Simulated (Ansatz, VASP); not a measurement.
## CuPd in VASP and in Ansatz

```
CELL_PARAMETERS angstrom
2.98800 -0.01494 -0.01494
-0.01494 2.98800 -0.01494
-0.01494 -0.01494 2.98800
ATOMIC_POSITIONS crystal
Cu 0.00000 0.00000 0.00000
Pd 0.50000 0.50000 0.50000
```

Change from the starting cell: equal xy, yz and zx shear strains of -1 %.

Alike in both runs: task single point; functional PBEsol; k mesh 14 × 14 × 14; occupations fermi-dirac, width 0.05 eV; no spin polarisation.

```csv
,VASP,Ansatz
version,VASP 6.6.1,Ansatz 0.2.0
potentials or method,"VASP PAW PBE potentials, release 64 (Cu, Pd), cutoff 520 eV","all-electron LAPW, scalar-relativistic"
```

|  | VASP | Ansatz | Ansatz less VASP |
| --- | --- | --- | --- |
| pressure (GPa) | -4.3 | -4.5 | -0.26 |
| traceless stress, the component that is largest in VASP (GPa) | 0.99 | 0.98 | -0.005 |

VASP's potentials were made for PBE, not for PBEsol. Ansatz ran all-electron here, and VASP with PAW potentials.
